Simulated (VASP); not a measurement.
# SnTe: single point with LDA

The system is SnTe.

```
CELL_PARAMETERS angstrom
0.00000 3.10915 3.15650
3.15650 0.00000 3.15650
3.15650 3.10915 0.00000
ATOMIC_POSITIONS crystal
Sn 0.00000 0.00000 0.00000
Te 0.50000 0.50000 0.50000
```

This cell differs from its parent crystal: strain -0.0150 x Voigt [0, 1, 0, 0, 0, 0].

```
Program             : VASP 6.6.1
Task                : single point
Functional          : LDA
Potentials or basis : VASP PAW LDA potentials, release 64 (Sn_d, Te)
Cutoff              : 520 eV
k mesh              : 10 × 10 × 10
Occupations         : gaussian, width 0.03 eV
Spin                : no spin polarisation
```

The pressure is -1.0 GPa. The band gap on the k mesh is 0.16 eV, direct.

Stress tensor (GPa, compression positive):
```
-1.68  0.00  0.00
 0.00  0.35  0.00
 0.00  0.00 -1.68
```

Levels at points of the mesh, in eV from the valence-band top:
```tsv
k point	band 6	band 7	band 8	band 9	band 10	band 11	band 12	band 13	band 14	band 15
(0.00, 0.00, 0.00)	-12.83	-4.69	-2.19	-2.03	-2.03	3.25	3.25	3.63	4.79	4.79
(0.50, 0.00, 0.00)	-11.52	-8.37	-1.75	-1.71	0.00	0.16	0.36	0.43	7.81	8.77
(0.50, 0.50, 0.00)	-11.24	-6.46	-5.56	-3.78	-3.61	2.22	4.79	5.19	6.36	9.11
(0.50, 0.00, 0.50)	-11.15	-6.56	-5.59	-3.73	-3.73	2.17	4.92	4.92	6.60	9.12
```

Wall time 51 s on 1 thread of Intel(R) Xeon(R) 6975P-C (Granite Rapids), on a shared host, peak memory 0.24 GiB.

Caveat: the cell differs from its parent crystal (strain -0.0150 x Voigt [0, 1, 0, 0, 0, 0]); spin-orbit coupling is left out, which moves the levels of the heavy elements. A k mesh can miss the band edges.
